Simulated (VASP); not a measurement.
# Ti (Fd-3m) in VASP: relaxation of cell and atoms with r2SCAN

Aim: the relaxation of cell and atoms of Ti with r2SCAN.

All numbers are computed with VASP 6.6.1; they aren't measurements. Logs are shortened: lines on timing, memory, paths and dates and some standing lists are left out, and cuts for length are marked.

### 1 The cell of the first run

Symmetry: Fd-3m, No. 227, cubic system. The conventional cell has a = 5.680 Å, b = 5.680 Å, c = 5.680 Å, α = 90.00°, β = 90.00°, γ = 90.00°. Ti (site symmetry -43m) has 4 Ti at 2.46 Å within 3.2 Å.

This isn't the form of Ti at room conditions, which is hcp.

### 2 Relaxation of cell and atoms, r2SCAN

Contents of POSCAR:

```
Ti
1.0
    0.0000000000      2.8400000000      2.8400000000
    2.8400000000      0.0000000000      2.8400000000
    2.8400000000      2.8400000000      0.0000000000
Ti
2
Direct
    1.0000000000      1.0000000000      1.0000000000
    0.2500000000      0.2500000000      0.2500000000
```

Contents of INCAR.step1:

```
SYSTEM = Ti
  PREC = Accurate
  ENCUT = 550
  ISMEAR = -1
  SIGMA = 0.1
  LREAL = .FALSE.
  LASPH = .TRUE.
  NELM = 120
  GGA = PE
  ALGO = Normal
  EDIFF = 1E-5
  LWAVE = .TRUE.
  LCHARG = .FALSE.
  GGA_COMPAT = .FALSE.
  IBRION = 2
  ISIF = 3
  EDIFFG = -0.005
  NELMIN = 4
  NSW = 100
```

Contents of INCAR.step2:

```
SYSTEM = Ti
  PREC = Accurate
  ENCUT = 550
  EDIFF = 1E-7
  ISMEAR = -1
  SIGMA = 0.1
  LREAL = .FALSE.
  LASPH = .TRUE.
  NELM = 120
  ALGO = Normal
  ISIF = 3
  LWAVE = .FALSE.
  LCHARG = .FALSE.
  METAGGA = R2SCAN
  LMIXTAU = .TRUE.
  IBRION = 2
  NSW = 80
  EDIFFG = -0.03
  ISTART = 1
  GGA_COMPAT = .FALSE.
  NELMIN = 4
```

Contents of KPOINTS:

```
Automatic mesh
0
G
  14 14 14
  0 0 0
```

Potentials or basis: VASP PAW PBE potentials, release 64 (Ti_sv).

Run with:

```console
cat potpaw_PBE.64/Ti_sv/POTCAR > POTCAR
cp INCAR.step1 INCAR
mpirun -np 1 vasp_std > vasp.out
cp INCAR.step2 INCAR
mpirun -np 1 vasp_std > vasp.out
```

OUTCAR:

```text
SYSTEM = Ti
   PREC = Accurate
   ENCUT = 550
   EDIFF = 1E-7
   ISMEAR = -1
   LREAL = .FALSE.
   LASPH = .TRUE.
   NELM = 120
   ISIF = 3
   METAGGA = R2SCAN
   IBRION = 2
   NSW = 80
   EDIFFG = -0.03
   ISTART = 1
   NELMIN = 4

 ion  position               nearest neighbor table
   1  0.000  0.000  0.000-   2 2.46   2 2.46   2 2.46   2 2.46
   2  0.250  0.250  0.250-   1 2.46   1 2.46   1 2.46   1 2.46

  LATTYP: Found a face centered cubic cell.
 ALAT       =     5.6800000000

  Lattice vectors:

 A1 = (   0.0000000000,   2.8400000000,   2.8400000000)
 A2 = (   2.8400000000,   0.0000000000,   2.8400000000)
 A3 = (   2.8400000000,   2.8400000000,   0.0000000000)

Analysis of symmetry for initial positions (statically):
=====================================================================
 Subroutine PRICEL returns:
 Original cell was already a primitive cell.

 Routine SETGRP: Setting up the symmetry group for a
 face centered cubic supercell.

 Subroutine GETGRP returns: Found 48 space group operations
 (whereof 24 operations were pure point group operations)
 out of a pool of 48 trial point group operations.

The static configuration has the point symmetry T_d .
 The point group associated with its full space group is O_h .

Analysis of symmetry for dynamics (positions and initial velocities):
=====================================================================
 Subroutine PRICEL returns:
 Original cell was already a primitive cell.

 Routine SETGRP: Setting up the symmetry group for a
 face centered cubic supercell.

 Subroutine GETGRP returns: Found 48 space group operations
 (whereof 24 operations were pure point group operations)
 out of a pool of 48 trial point group operations.

The dynamic configuration has the point symmetry T_d .
 The point group associated with its full space group is O_h .

 Subroutine INISYM returns: Found 48 space group operations
 (whereof 24 operations are pure point group operations),
 and found     1 'primitive' translations

----------------------------------------------------------------------------------------

                                     Primitive cell

  volume of cell :      45.8126

  direct lattice vectors                    reciprocal lattice vectors
     0.000000000  2.840000000  2.840000000    -0.176056338  0.176056338  0.176056338
     2.840000000  0.000000000  2.840000000     0.176056338 -0.176056338  0.176056338
     2.840000000  2.840000000  0.000000000     0.176056338  0.176056338 -0.176056338

  length of vectors
     4.016366517  4.016366517  4.016366517     0.304938522  0.304938522  0.304938522

  position of ions in fractional coordinates (direct lattice)
     0.000000000  0.000000000  0.000000000
     0.250000000  0.250000000  0.250000000

  ion indices of the primitive-cell ions
   primitive index   ion index
                 1           1
                 2           2

----------------------------------------------------------------------------------------

 KPOINTS: Automatic mesh

Automatic generation of k-mesh.
 Grid dimensions read from file:
 generate k-points for:   14   14   14

 Generating k-lattice:

  Cartesian coordinates                     Fractional coordinates (reciprocal lattice)
    -0.012575453  0.012575453  0.012575453     0.071428571  0.000000000  0.000000000
     0.012575453 -0.012575453  0.012575453     0.000000000  0.071428571  0.000000000
     0.012575453  0.012575453 -0.012575453     0.000000000  0.000000000  0.071428571

  Length of vectors
     0.021781323  0.021781323  0.021781323

  Shift w.r.t. Gamma in fractional coordinates (k-lattice)
     0.000000000  0.000000000  0.000000000

 Subroutine IBZKPT returns following result:
 ===========================================

 Found    104 irreducible k-points:

 Following reciprocal coordinates:
            Coordinates               Weight
  0.000000  0.000000  0.000000      1.000000
  0.071429  0.000000  0.000000      8.000000
  0.142857  0.000000  0.000000      8.000000
  0.214286  0.000000  0.000000      8.000000
  0.285714  0.000000  0.000000      8.000000
  0.357143  0.000000  0.000000      8.000000
[... 16 lines left out ...]
  0.214286  0.142857  0.000000     24.000000
  0.285714  0.142857  0.000000     24.000000
 [... further k-points ...]
   k-points           NKPTS =    104   k-points in BZ     NKDIM =    104   number of bands    NBANDS=     16
   number of dos      NEDOS =    301   number of ions     NIONS =      2
   total plane-waves  NPLWV =  32768
   dimension x,y,z NGX =    32 NGY =   32 NGZ =   32
   dimension x,y,z NGXF=    64 NGYF=   64 NGZF=   64
   ions per type =               2
   NGX,Y,Z   is equivalent  to a cutoff of  13.25, 13.25, 13.25 a.u.
   NGXF,Y,Z  is equivalent  to a cutoff of  26.49, 26.49, 26.49 a.u.
 SYSTEM =  Ti
   PREC   = accura    normal or accurate (medium, high low for compatibility)
   ISTART =      1    job   : 0-new  1-cont  2-samecut
   ICHARG =      0    charge: 1-file 2-atom 10-const
   ISPIN  =      1    spin polarized calculation?
   LNONCOLLINEAR =      F non collinear calculations
   LSORBIT =      F    spin-orbit coupling
   LASPH  =      T    aspherical Exc in radial PAW
   ENCUT  =  550.0 eV  40.42 Ry    6.36 a.u.   7.68  7.68  7.68*2*pi/ulx,y,z
   NELM   =    120;   NELMIN=  4; NELMDL=  0     # of ELM steps
   EDIFF  = 0.1E-06   stopping-criterion for ELM
   LREAL  =      F    real-space projection
   EDIFFG = -.3E-01   stopping-criterion for IOM
   NSW    =     80    number of steps for IOM
   IBRION =      2    ionic relax: 0-MD 1-quasi-New 2-CG
   NFREE  =      1    steps in history (QN), initial steepest desc. (CG)
   ISIF   =      3    stress and relaxation
   ISYM   =      2    0-nonsym 1-usesym 2-fastsym
   POTIM  = 0.5000    time-step for ionic-motion
   TEBEG  =    0.0;   TEEND  =   0.0 temperature during run
   PSTRESS=    0.0 pullay stress
   NELECT =      24.0000    total number of electrons
   NUPDOWN=      -1.0000    fix difference up-down
   EMIN   =  10.00;   EMAX   =-10.00  energy-range for DOS
   EFERMI =   0.00;   METHOD = LEGACY
   ISMEAR =    -1;   SIGMA  =   0.10  broadening in eV -4-tet -1-fermi 0-gaus
   EFERMI_NEDOS =   21; number of points for ismear=-14 and -15
   IALGO  =     38    algorithm
   IMIX   =      4    mixing-type and parameters
     AMIX     =   0.40;   BMIX     =  1.00
     AMIX_MAG =   1.60;   BMIX_MAG =  1.00
  volume/ion in A,a.u.               =      22.91       154.58
  Fermi-wavevector in a.u.,A,eV,Ry     =   1.319725  2.493919 23.696929  1.741675
  Thomas-Fermi vector in A             =   2.449603
   LORBIT       =      0    0 simple, 1 ext, 2 COOP (PROOUT), +10 PAW based schemes
   METAGGA = R2SCAN    functional components
   LHFCALC =     F    Hartree Fock is set to
   AEXX    =    0.0000 exact exchange contribution
   IVDW    =     0    specifies the selected vdW correction
   LEPSILON=     F    determine dielectric tensor
   LRPA    =     F    only Hartree local field effects (RPA)
 conjugate gradient relaxation of ions
 non-spin polarized calculation
  energy-cutoff  :      550.00
  volume of cell :       45.81
 maximum number of plane-waves:      1363
   NGX = 15   NGY = 15   NGZ = 15

--------------------------------------- Ionic step        1  -------------------------------------------

 number of electron      24.0000008 magnetization

 Free energy of the ion-electron system (eV)
  ---------------------------------------------------
  ext. energy  EPLUGINS =         0.00000000
  ---------------------------------------------------
  free energy    TOTEN  =       -20.81343236 eV

  energy without entropy =      -20.61369950  energy(sigma->0) =      -20.71356593

------------------------ aborting loop because EDIFF is reached ----------------------------------------

  FORCE on cell =-STRESS in cart. coord.  units (eV):
  Direction    XX          YY          ZZ          XY          YZ          ZX
  --------------------------------------------------------------------------------------
  -------------------------------------------------------------------------------------
  Total       -0.4223980     -0.4223980     -0.4223980      0.0000000     -0.0000000      0.0000000
  in kB      -14.7722754    -14.7722754    -14.7722754      0.0000000     -0.0000000      0.0000000
  external PRESSURE =     -14.7722754 kB  Pullay stress =       0.0000000 kB

 VOLUME and BASIS-vectors are now :
 -----------------------------------------------------------------------------
  energy-cutoff  :      550.00
  volume of cell :       45.81
      direct lattice vectors                 reciprocal lattice vectors
     0.000000000  2.840000000  2.840000000    -0.176056338  0.176056338  0.176056338
     2.840000000  0.000000000  2.840000000     0.176056338 -0.176056338  0.176056338
     2.840000000  2.840000000  0.000000000     0.176056338  0.176056338 -0.176056338
[... 37 lines left out ...]
 POSITION                                       TOTAL-FORCE (eV/Angst)
 -----------------------------------------------------------------------------------
      2.81106     -0.00000      2.81106        -0.000000     -0.000000     -0.000000
      1.40553      1.40553      1.40553         0.000000      0.000000      0.000000
 -----------------------------------------------------------------------------------
    total drift:                               -0.000000      0.000000      0.000000

  FREE ENERGIE OF THE ION-ELECTRON SYSTEM (eV)
  ---------------------------------------------------
  free  energy   TOTEN  =       -20.8222503761 eV

  energy  without entropy=      -20.6291823871  energy(sigma->0) =      -20.72571638

--------------------------------------- Ionic step        3  -------------------------------------------

 number of electron      23.9999994 magnetization

 Free energy of the ion-electron system (eV)
  ---------------------------------------------------
  ext. energy  EPLUGINS =         0.00000000
  ---------------------------------------------------
  free energy    TOTEN  =       -20.82358177 eV

  energy without entropy =      -20.63359547  energy(sigma->0) =      -20.72858862

 E-fermi :   5.8873     XC(G=0): -10.8960

 val. band max:        5.8844505854   @ k =   0.5000   0.5000   0.0000
 cond. band min:       5.8922776051   @ k =   0.4286   0.4286   0.0000
 fundamental gap:      0.0078270197
 Fermi energy:         5.8872814756

 k-point     1 :       0.0000    0.0000    0.0000
  band No.  band energies     occupation
      1     -53.2586      2.00000
      2     -52.6603      2.00000
      3     -28.7066      2.00000
      4     -28.7066      2.00000
      5     -28.7066      2.00000
      6     -27.8757      2.00000
[... 8 lines left out ...]
     15       7.6939      0.00000
     16       7.6939      0.00000
[... 419 lines left out ...]
 k-point    24 :       0.2857    0.1429    0.0000
  band No.  band energies     occupation
      1     -53.1834      2.00000
      2     -52.7386      2.00000
      3     -28.8068      2.00000
      4     -28.8010      2.00000
      5     -28.6361      2.00000
      6     -27.9550      2.00000
[... 8 lines left out ...]
     15       6.5985      0.00163
     16       7.7078      0.00000

 [... further k-points ...]

------------------------ aborting loop because EDIFF is reached ----------------------------------------

  FORCE on cell =-STRESS in cart. coord.  units (eV):
  Direction    XX          YY          ZZ          XY          YZ          ZX
  --------------------------------------------------------------------------------------
  -------------------------------------------------------------------------------------
  Total       -0.0062020     -0.0062020     -0.0062020      0.0000000     -0.0000000      0.0000000
  in kB       -0.2274935     -0.2274935     -0.2274935      0.0000000     -0.0000000      0.0000000
  external PRESSURE =      -0.2274935 kB  Pullay stress =       0.0000000 kB

 VOLUME and BASIS-vectors are now :
 -----------------------------------------------------------------------------
  energy-cutoff  :      550.00
  volume of cell :       43.68
      direct lattice vectors                 reciprocal lattice vectors
     0.000000000  2.795206817  2.795206817    -0.178877640  0.178877640  0.178877640
     2.795206817 -0.000000000  2.795206817     0.178877640 -0.178877640  0.178877640
     2.795206817  2.795206817 -0.000000000     0.178877640  0.178877640 -0.178877640

 POSITION                                       TOTAL-FORCE (eV/Angst)
 -----------------------------------------------------------------------------------
      0.00000      0.00000      0.00000        -0.000000     -0.000000     -0.000000
      1.39760      1.39760      1.39760         0.000000      0.000000      0.000000
 -----------------------------------------------------------------------------------
    total drift:                               -0.000000      0.000000      0.000000

  FREE ENERGIE OF THE ION-ELECTRON SYSTEM (eV)
  ---------------------------------------------------
  free  energy   TOTEN  =       -20.8235817716 eV

  energy  without entropy=      -20.6335954714  energy(sigma->0) =      -20.72858862

 reached required accuracy - stopping structural energy minimisation
```

Wall time 14 min (1 thread of Intel Xeon Platinum 8259CL at 2.50GHz (Skylake/Cascade Lake), shared host); peak memory 0.24 GiB.

Results:

* Free energy: -20.8236 eV
* Relaxed volume: 21.84 Å³/atom
* Relaxed cell: a = 3.953 Å, b = 3.953 Å, c = 3.953 Å, α = 60.00°, β = 60.00°, γ = 60.00°
* Space group after relaxing (to 0.1 Å): Fd-3m (No. 227)
* Energy gained by relaxing: 5.1 meV/atom
* Ionic steps: 3
* Pressure after relaxing: 0.0 GPa
* Band gap on the k mesh: zero (bands 12 and 13 overlap by 0.27 eV)

Step by step:
```csv
step,energy change (eV),largest force (eV/Å),pressure (GPa),volume (Å³)
1,0.0000,0.0000,-1.48,45.81
2,-0.0088,0.0000,-0.55,44.43
3,-0.0101,0.0000,-0.02,43.68
```

Final structure:
```
Ti
1.0
     0.00000    2.79521    2.79521
     2.79521    0.00000    2.79521
     2.79521    2.79521    0.00000
Ti
2
Direct
  0.00000 0.00000 0.00000
  0.25000 0.25000 0.25000
```

Caveat: the PAW data sets were made with another functional, which shifts forces and pressure a little.
